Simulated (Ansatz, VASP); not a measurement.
# Al3BP4: VASP beside Ansatz

INCAR

```
SYSTEM = Al3BP4
PREC = Accurate
ENCUT = 520
EDIFF = 1E-7
ISMEAR = 0
SIGMA = 0.1
LREAL = Auto
LASPH = .TRUE.
NELM = 80
ALGO = Normal
ISIF = 2
LWAVE = .FALSE.
LCHARG = .FALSE.
GGA = PE
NBANDS = 46
```

The input KPOINTS:

```
regular mesh
0
G
  2 2 2
  0 0 0
```

Contents of POSCAR:

```
Al3BP4
1.0
    0.0000000000      0.0000000000     -6.1194445222
    0.0000000000     -6.4330266910      0.0000000000
   -7.4312877545      0.0000000000      0.0000000000
Al B P
6 2 8
Direct
    0.0023367546      0.1535236988      0.5000000000
    0.5010432794      0.3272206222      0.2524887730
    0.5010432794      0.3272206222      0.7475112270
    0.5023367546      0.8464763012      1.0000000000
    0.0010432794      0.6727793778      0.7524887730
    0.0010432794      0.6727793778      0.2475112270
    0.0016055661      0.1711945963      1.0000000000
    0.5016055661      0.8288054037      0.5000000000
    0.6721750075      0.1786481604      1.0000000000
    0.1122750610      0.3192324934      0.7789818294
    0.1122750610      0.3192324934      0.2210181706
    0.6122459911      0.1213705554      0.5000000000
    0.1721750075      0.8213518396      0.5000000000
    0.6122750610      0.6807675066      0.2789818294
    0.6122750610      0.6807675066      0.7210181706
    0.1122459911      0.8786294446      1.0000000000
```

Input for Ansatz:

```yaml
crystal:
  lattice:
    - [0.0, 0.0, -6.1194445222]
    - [0.0, -6.433026691, 0.0]
    - [-7.4312877545, 0.0, 0.0]
  atoms:
    - { symbol: Al, position: [0.0023367546, 0.1535236988, 0.5] }
    - { symbol: Al, position: [0.5010432794, 0.3272206222, 0.252488773] }
    - { symbol: Al, position: [0.5010432794, 0.3272206222, 0.747511227] }
    - { symbol: Al, position: [0.5023367546, 0.8464763012, 1.0] }
    - { symbol: Al, position: [0.0010432794, 0.6727793778, 0.752488773] }
    - { symbol: Al, position: [0.0010432794, 0.6727793778, 0.247511227] }
    - { symbol: B, position: [0.0016055661, 0.1711945963, 1.0] }
    - { symbol: B, position: [0.5016055661, 0.8288054037, 0.5] }
    - { symbol: P, position: [0.6721750075, 0.1786481604, 1.0] }
    - { symbol: P, position: [0.112275061, 0.3192324934, 0.7789818294] }
    - { symbol: P, position: [0.112275061, 0.3192324934, 0.2210181706] }
    - { symbol: P, position: [0.6122459911, 0.1213705554, 0.5] }
    - { symbol: P, position: [0.1721750075, 0.8213518396, 0.5] }
    - { symbol: P, position: [0.612275061, 0.6807675066, 0.2789818294] }
    - { symbol: P, position: [0.612275061, 0.6807675066, 0.7210181706] }
    - { symbol: P, position: [0.1122459911, 0.8786294446, 1.0] }
basis:
  ecutwfc: 420
kpoints:
  mp_grid: { grid: [2, 2, 2] }
hamiltonian:
  xc: pbe
scf:
  occupations: { method: gaussian, width: 0.1 }
  lower_state_search: "off"
output:
  forces: true
  stress: true
  eigenvalues: true
```

Alike in both runs: task single point; functional PBE; k mesh 2 × 2 × 2; occupations gaussian, width 0.1 eV; no spin polarisation.

|  | VASP | Ansatz |
| --- | --- | --- |
| version | VASP 6.6.1 | Ansatz 0.2.0 |
| potentials or method | VASP PAW PBE potentials, release 64 (Al, B, P), cutoff 520 eV | scalar-relativistic, plane waves, PAW |
| valence electrons in the cell | 64 | 64 |

Ansatz gave:

```
gap on the k mesh at the Fermi level (eV)                     : 1.30
least direct gap on the mesh (eV)                             : 1.41
pressure (GPa)                                                : 0.1
traceless stress, the component that is largest in VASP (GPa) : 0.59
rms of the force components (eV/Å)                            : 0.035
```

Estimate VASP's values.

gap on the k mesh at the Fermi level (eV): 1.30; least direct gap on the mesh (eV): 1.41; pressure (GPa): 0.0; traceless stress, the component that is largest in VASP (GPa): 0.59; rms of the force components (eV/Å): 0.035.

Atom by atom the forces differ by 0.001 eV/Å (rms over components). With one functional, cell and mesh, what is left measures potentials, basis and numerics.

The k mesh is coarse, so the values compare programs but aren't converged.
